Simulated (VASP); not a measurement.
# GeH2W8C8 in VASP: single point with PBE+D3(BJ)

Aim: the single point of GeH2W8C8 with PBE+D3(BJ).

Program: VASP 6.6.1. These are calculated values, not measurements. Logs are shortened: lines on timing, memory, paths and dates and some standing lists are left out, and cuts for length are marked.

### Step 1. The cell of the first run

The cell holds a slab with vacuum, 19 atoms: a = 5.783 Å, b = 5.783 Å, c = 17.245 Å, α = 90.00°, β = 90.00°, γ = 120.00°.

### Step 2. Single point, PBE+D3(BJ)

INCAR reads:

```
PREC = Accurate
ENCUT = 520
EDIFF = 1E-6
ISMEAR = 0
SIGMA = 0.15
LREAL = Auto
LASPH = True
NELM = 100
ALGO = Normal
ISIF = 2
LWAVE = False
LCHARG = False
GGA = PE
IVDW = 12
NBANDS = 95
```

KPOINTS reads:

```
regular mesh
0
Gamma
  3 3 1
```

POSCAR reads:

```
GeH2W8C8
1.0
    5.7832000000      0.0000000000      0.0000000000
   -2.8916000000      5.0083980000      0.0000000000
    0.0000000000      0.0000000000     17.2447000000
W C Ge H
8 8 1 2
Direct
    0.0000000000      0.0000000000      0.0579887734
    0.0069750480      0.0005668479      0.2241572193
    0.0000000000      0.5000000000      0.0579887734
    0.0042908847      0.5017644365      0.2235514100
    0.5000000000      0.0000000000      0.0579887734
    0.5062100710      0.0004700106      0.2213557789
    0.5000000000      0.5000000000      0.0579887734
    0.5046686278      0.4995291908      0.2246821342
    0.3348351141      0.1668385779      0.1346447314
    0.3492408297      0.1707302415      0.2935779689
    0.3343064142      0.6650947069      0.1347451681
    0.3392488343      0.6699501517      0.2948656109
    0.8356146590      0.1664765859      0.1338361931
    0.8438243127      0.1742387486      0.2882540723
    0.8340588593      0.6659009528      0.1348229891
    0.8410793561      0.6721991743      0.2902139208
    0.4356457621     -0.0667652611      0.3752299547
    0.2211327601     -0.0791402760      0.4303628941
    0.6942338289     -0.0159793611      0.4168087006
```

Potentials or basis: VASP PAW PBE potentials, release 64 (W_sv, C, Ge_d, H).

The run is started by

```
$ cat potpaw_PBE.64/W_sv/POTCAR potpaw_PBE.64/C/POTCAR potpaw_PBE.64/Ge_d/POTCAR potpaw_PBE.64/H/POTCAR > POTCAR
$ mpirun -np 1 vasp_std > vasp.out
```

OUTCAR:

```text
PREC = Accurate
   ENCUT = 520
   EDIFF = 1E-6
   ISMEAR = 0
   LREAL = Auto
   LASPH = True
   NELM = 100
   ISIF = 2
   GGA = PE
   IVDW = 12
 IVDW          = 12

 ion  position               nearest neighbor table
   1  0.000  0.000  0.058-  13 2.11  15 2.13   9 2.14   2 2.87   7 2.89   3 2.89   3 2.89   7 2.89
                             5 2.89   5 2.89
   2  0.007  0.001  0.224-  16 2.00  14 2.02  10 2.09   9 2.25  15 2.28  13 2.30   1 2.87   4 2.88
                             8 2.88   6 2.89   6 2.90   8 2.90   4 2.91
   3  0.000  0.500  0.058-  13 2.12  15 2.13  11 2.13   4 2.86   5 2.89   1 2.89   1 2.89   5 2.89
                             7 2.89   7 2.89
   4  0.004  0.502  0.224-  14 1.98  16 2.03  12 2.08  11 2.25  15 2.27  13 2.28   3 2.86   2 2.88
                             8 2.88   6 2.89   6 2.89   8 2.90   2 2.91
   5  0.500  0.000  0.058-   9 2.12  13 2.13  11 2.14   6 2.82   7 2.89   3 2.89   7 2.89   3 2.89
                             1 2.89   1 2.89
   6  0.506  0.000  0.221-  14 2.05  10 2.06  12 2.09  13 2.24  11 2.25   9 2.26  17 2.68   5 2.82
                             2 2.89   4 2.89   8 2.89   8 2.89   4 2.89   2 2.90
   7  0.500  0.500  0.058-  11 2.12   9 2.13  15 2.13   8 2.87   1 2.89   5 2.89   5 2.89   1 2.89
                             3 2.89   3 2.89
   8  0.505  0.500  0.225-  16 2.03  10 2.03  12 2.07  15 2.26   9 2.28  11 2.29   7 2.87   2 2.88
                             4 2.88   6 2.89   6 2.89   4 2.90   2 2.90
   9  0.335  0.167  0.135-   5 2.12   7 2.13   1 2.14   2 2.25   6 2.26   8 2.28
  10  0.349  0.171  0.294-   8 2.03   6 2.06   2 2.09  17 2.19
  11  0.334  0.665  0.135-   7 2.12   3 2.13   5 2.14   6 2.25   4 2.25   8 2.29
  12  0.339  0.670  0.295-  17 1.92   8 2.07   4 2.08   6 2.09
  13  0.836  0.166  0.134-   1 2.11   3 2.12   5 2.13   6 2.24   4 2.28   2 2.30
  14  0.844  0.174  0.288-   4 1.98   2 2.02   6 2.05
  15  0.834  0.666  0.135-   3 2.13   7 2.13   1 2.13   8 2.26   4 2.27   2 2.28
  16  0.841  0.672  0.290-   2 2.00   4 2.03   8 2.03
  17  0.436  0.933  0.375-  18 1.54  19 1.55  12 1.92  10 2.19   6 2.68
  18  0.221  0.921  0.430-  17 1.54
  19  0.694  0.984  0.417-  17 1.55

  LATTYP: Found a hexagonal cell.
 ALAT       =     5.7832000000
 C/A-ratio  =     2.9818612533

  Lattice vectors:

 A1 = (   5.7832000000,   0.0000000000,   0.0000000000)
 A2 = (  -2.8916000000,   5.0083980000,   0.0000000000)
 A3 = (   0.0000000000,   0.0000000000,  17.2447000000)

Analysis of symmetry for initial positions (statically):
=====================================================================
 Subroutine PRICEL returns:
 Original cell was already a primitive cell.

 Routine SETGRP: Setting up the symmetry group for a
 hexagonal supercell.

 Subroutine GETGRP returns: Found  1 space group operations
 (whereof  1 operations were pure point group operations)
 out of a pool of 24 trial point group operations.

The static configuration has the point symmetry C_1 .

Analysis of symmetry for dynamics (positions and initial velocities):
=====================================================================
 Subroutine PRICEL returns:
 Original cell was already a primitive cell.

 Routine SETGRP: Setting up the symmetry group for a
 hexagonal supercell.

 Subroutine GETGRP returns: Found  1 space group operations
 (whereof  1 operations were pure point group operations)
 out of a pool of 24 trial point group operations.

The dynamic configuration has the point symmetry C_1 .

 Subroutine INISYM returns: Found  1 space group operations
 (whereof  1 operations are pure point group operations),
 and found     1 'primitive' translations

----------------------------------------------------------------------------------------

                                     Primitive cell

  volume of cell :     499.4853

  direct lattice vectors                    reciprocal lattice vectors
     5.783200000  0.000000000  0.000000000     0.172914649  0.099832322  0.000000000
    -2.891600000  5.008398000  0.000000000     0.000000000  0.199664643  0.000000000
     0.000000000  0.000000000 17.244700000     0.000000000  0.000000000  0.057988831

  length of vectors
     5.783200000  5.783199900 17.244700000     0.199664640  0.199664643  0.057988831

  position of ions in fractional coordinates (direct lattice)
     0.000000000  0.000000000  0.057988773
     0.006975048  0.000566848  0.224157219
     0.000000000  0.500000000  0.057988773
     0.004290885  0.501764436  0.223551410
     0.500000000  0.000000000  0.057988773
     0.506210071  0.000470011  0.221355779
[... 11 lines left out ...]
     0.221132760  0.920859724  0.430362894
     0.694233829  0.984020639  0.416808701

  ion indices of the primitive-cell ions
   primitive index   ion index
                 1           1
                 2           2
                 3           3
                 4           4
                 5           5
                 6           6
[... 11 lines left out ...]
                18          18
                19          19

----------------------------------------------------------------------------------------

 KPOINTS: regular mesh

Automatic generation of k-mesh.
 Grid dimensions read from file:
 generate k-points for:    3    3    1

 Generating k-lattice:

  Cartesian coordinates                     Fractional coordinates (reciprocal lattice)
     0.057638216  0.033277441  0.000000000     0.333333333  0.000000000  0.000000000
     0.000000000  0.066554881  0.000000000     0.000000000  0.333333333  0.000000000
     0.000000000  0.000000000  0.057988831     0.000000000  0.000000000  1.000000000

  Length of vectors
     0.066554880  0.066554881  0.057988831

  Shift w.r.t. Gamma in fractional coordinates (k-lattice)
     0.000000000  0.000000000  0.000000000

 Subroutine IBZKPT returns following result:
 ===========================================

 Found      5 irreducible k-points:

 Following reciprocal coordinates:
            Coordinates               Weight
  0.000000  0.000000  0.000000      1.000000
  0.333333  0.000000  0.000000      2.000000
  0.000000  0.333333  0.000000      2.000000
 -0.333333  0.333333  0.000000      2.000000
  0.333333  0.333333  0.000000      2.000000
   k-points           NKPTS =      5   k-points in BZ     NKDIM =      5   number of bands    NBANDS=     95
   number of dos      NEDOS =    301   number of ions     NIONS =     19
   total plane-waves  NPLWV = 294912
   dimension x,y,z NGX =    48 NGY =   48 NGZ =  128
   dimension x,y,z NGXF=    96 NGYF=   96 NGZF=  256
   ions per type =               8   8   1   2
   NGX,Y,Z   is equivalent  to a cutoff of  13.80, 13.80, 12.34 a.u.
   NGXF,Y,Z  is equivalent  to a cutoff of  27.60, 27.60, 24.68 a.u.
 SYSTEM =  unknown system
   PREC   = accura    normal or accurate (medium, high low for compatibility)
   ISTART =      0    job   : 0-new  1-cont  2-samecut
   ICHARG =      2    charge: 1-file 2-atom 10-const
   ISPIN  =      1    spin polarized calculation?
   LNONCOLLINEAR =      F non collinear calculations
   LSORBIT =      F    spin-orbit coupling
   LASPH  =      T    aspherical Exc in radial PAW
   ENCUT  =  520.0 eV  38.22 Ry    6.18 a.u.  10.75 10.75 32.06*2*pi/ulx,y,z
   NELM   =    100;   NELMIN=  2; NELMDL= -5     # of ELM steps
   EDIFF  = 0.1E-05   stopping-criterion for ELM
   LREAL  =      T    real-space projection
   EDIFFG = 0.1E-04   stopping-criterion for IOM
   NSW    =      0    number of steps for IOM
   IBRION =     -1    ionic relax: 0-MD 1-quasi-New 2-CG
   NFREE  =      0    steps in history (QN), initial steepest desc. (CG)
   ISIF   =      2    stress and relaxation
   ISYM   =      2    0-nonsym 1-usesym 2-fastsym
   POTIM  = 0.5000    time-step for ionic-motion
   TEBEG  =    0.0;   TEEND  =   0.0 temperature during run
   PSTRESS=    0.0 pullay stress
   NELECT =     160.0000    total number of electrons
   NUPDOWN=      -1.0000    fix difference up-down
   EMIN   =  10.00;   EMAX   =-10.00  energy-range for DOS
   EFERMI =   0.00;   METHOD = LEGACY
   ISMEAR =     0;   SIGMA  =   0.15  broadening in eV -4-tet -1-fermi 0-gaus
   EFERMI_NEDOS =   21; number of points for ismear=-14 and -15
   IALGO  =     38    algorithm
   IMIX   =      4    mixing-type and parameters
     AMIX     =   0.40;   BMIX     =  1.00
     AMIX_MAG =   1.60;   BMIX_MAG =  1.00
  volume/ion in A,a.u.               =      26.29       177.40
  Fermi-wavevector in a.u.,A,eV,Ry     =   1.120144  2.116766 17.071543  1.254723
  Thomas-Fermi vector in A             =   2.256788
   LORBIT       =      0    0 simple, 1 ext, 2 COOP (PROOUT), +10 PAW based schemes
   GGA     = PE    functional components
   LHFCALC =     F    Hartree Fock is set to
   AEXX    =    0.0000 exact exchange contribution
   IVDW    =    12    specifies the selected vdW correction
   LEPSILON=     F    determine dielectric tensor
   LRPA    =     F    only Hartree local field effects (RPA)
 non-spin polarized calculation
 Gauss-broadening in eV      SIGMA  =   0.15
  energy-cutoff  :      520.00
  volume of cell :      499.49
 maximum number of plane-waves:     13461
 NGX is ok and might be reduce to    48
   NGX = 21   NGY = 21   NGZ = 65

 number of electron     159.9999985 magnetization

 Free energy of the ion-electron system (eV)
  ---------------------------------------------------
  ext. energy  EPLUGINS =         0.00000000
  ---------------------------------------------------
  free energy    TOTEN  =      -174.56989809 eV

  energy without entropy =     -174.49332912  energy(sigma->0) =     -174.53161361

 E-fermi :   1.1059     XC(G=0):  -6.3510

 val. band max:        1.0740551914   @ k =   0.3333   0.0000   0.0000
 cond. band min:       1.1442219830   @ k =   0.0000   0.3333   0.0000
 fundamental gap:      0.0701667916
 Fermi energy:         1.1059144273

 k-point     1 :       0.0000    0.0000    0.0000
  band No.  band energies     occupation
      1     -72.9638      2.00000
      2     -72.8900      2.00000
      3     -72.8758      2.00000
      4     -72.8362      2.00000
      5     -72.8284      2.00000
      6     -72.8240      2.00000
[... 464 lines left out ...]
     91       3.5907      0.00000
     92       3.6095      0.00000
 [bands above 92 left out]

------------------------ aborting loop because EDIFF is reached ----------------------------------------

 Edisp (eV)   -5.15144

 E8    (eV) :    -2.4157

  FORCE on cell =-STRESS in cart. coord.  units (eV):
  Direction    XX          YY          ZZ          XY          YZ          ZX
  --------------------------------------------------------------------------------------
  -------------------------------------------------------------------------------------
  Total       4.15750     5.67486     0.69635     0.23976    -0.23785    -2.49472
  in kB      13.33584    18.20301     2.23364     0.76907    -0.76293    -8.00219
  external pressure =       11.26 kB  Pullay stress =        0.00 kB

 VOLUME and BASIS-vectors are now :
 -----------------------------------------------------------------------------
  energy-cutoff  :      520.00
  volume of cell :      499.49
      direct lattice vectors                 reciprocal lattice vectors
     5.783200000  0.000000000  0.000000000     0.172914649  0.099832322  0.000000000
    -2.891600000  5.008398000  0.000000000     0.000000000  0.199664643  0.000000000
     0.000000000  0.000000000 17.244700000     0.000000000  0.000000000  0.057988831

 POSITION                                       TOTAL-FORCE (eV/Angst)
 -----------------------------------------------------------------------------------
      0.00000      0.00000      1.00000         0.178541     -0.023143     -0.025838
      0.03870      0.00284      3.86552         0.012762      0.009735     -0.028072
     -1.44580      2.50420      1.00000         0.108401      0.116057     -0.059057
     -1.42609      2.51304      3.85508         0.011194      0.014982     -0.028401
      2.89160      0.00000      1.00000         0.077735     -0.074843     -0.274118
      2.92615      0.00235      3.81721         0.004424     -0.004946     -0.024843
[... 11 lines left out ...]
     -1.38390      4.61203      7.42148        -0.125844     -0.183056     -0.014912
      1.16950      4.92837      7.18774        -0.191494      0.171231     -0.022538
 -----------------------------------------------------------------------------------
    total drift:                                0.010559      0.000810     -0.003006

  FREE ENERGIE OF THE ION-ELECTRON SYSTEM (eV)
  ---------------------------------------------------
  free  energy   TOTEN  =      -179.7213422633 eV

  energy  without entropy=     -179.6447732891  energy(sigma->0) =     -179.68305778
```

It took 9.2 min on 1 thread of Intel Xeon Platinum 8488C (Sapphire Rapids), shared host; peak memory 0.7 GiB.

What came out:

```
Free energy                : -179.7213 eV
Largest force              : 0.295 eV/Å
Band gap on the k mesh     : zero (bands 80 and 81 overlap by 0.40 eV)
Dispersion energy per atom : -0.271 eV
```

Forces in eV/Å, atoms in the order of the input:
```
W    0.179 -0.023 -0.026
W    0.013  0.010 -0.028
W    0.108  0.116 -0.059
W    0.011  0.015 -0.028
W    0.078 -0.075 -0.274
W    0.004 -0.005 -0.025
W    0.009  0.005  0.137
W   -0.007 -0.003 -0.012
C   -0.001  0.003  0.001
C    0.014  0.002  0.091
C    0.003  0.000  0.002
C    0.013  0.013  0.087
C    0.003  0.000 -0.006
C    0.028 -0.004  0.057
C   -0.001  0.002  0.000
C    0.019 -0.011  0.089
Ge  -0.156 -0.033  0.030
H   -0.126 -0.183 -0.015
H   -0.191  0.171 -0.023
```

Caveat: the k points lie up to 0.42 Å⁻¹ apart; spin-orbit coupling is left out, which moves the levels of the heavy elements.
